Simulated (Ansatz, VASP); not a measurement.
**InSb: VASP beside Ansatz**

INCAR

```
PREC = Accurate ; ENCUT = 520
EDIFF = 1E-8 ; ISMEAR = -1
SIGMA = 0.03 ; LREAL = False
LASPH = True ; NELM = 60
ALGO = Normal ; ISIF = 2
LWAVE = False ; LCHARG = False
GGA = PE ; LEFG = True
NBANDS = 16
```

Contents of KPOINTS:

```
Automatic mesh
0
Gamma
  10 10 10
```

Contents of POSCAR:

```
InSb
1.0
    0.0000000000      3.2173604188      3.2173604188
    3.2173604188      0.0000000000      3.2173604188
    3.2173604188      3.2173604188      0.0000000000
In Sb
1 1
Direct
    0.0000000000      0.0000000000      0.0000000000
    0.7500000000      0.7500000000      0.7500000000
```

Input for Ansatz:

```yaml
crystal:
  lattice:
    - [0.0, 3.2173604188, 3.2173604188]
    - [3.2173604188, 0.0, 3.2173604188]
    - [3.2173604188, 3.2173604188, 0.0]
  atoms:
    - { symbol: In, position: [0.0, 0.0, 0.0] }
    - { symbol: Sb, position: [0.75, 0.75, 0.75] }
kpoints:
  mp_grid: { grid: [10, 10, 10] }
scf:
  occupations: { method: fermi_dirac, width: 0.03 }
hamiltonian:
  xc: pbe
  pseudopotentials: { kind: paw }
output:
  forces: true
  stress: true
  eigenvalues: true
  efg: { contact_densities: true }
```

Change from the starting cell: volume scaled by 0.98, PAW files.

Alike in both runs: task electric field gradients; functional PBE; k mesh 10 × 10 × 10; occupations fermi-dirac, width 0.03 eV; no spin polarisation.

|  | VASP | Ansatz |
| --- | --- | --- |
| version | VASP 6.6.1 | Ansatz 0.2.0 |
| potentials or method | VASP PAW PBE potentials, release 64 (In_d, Sb) | PAW with Ansatz's default frozen-core files, scalar-relativistic |
| plane-wave cutoff (eV) | 520 | 420 |
| valence electrons in the cell | 18 | 28 |

|  | VASP | Ansatz | Ansatz less VASP |
| --- | --- | --- | --- |
| pressure (GPa) | 4.2 | 4.2 | +0.02 |

VASP's potentials hold 18 valence electrons a cell and Ansatz's 28, so a difference there can come from the potentials and not from the codes.

Spin-orbit coupling is off throughout.
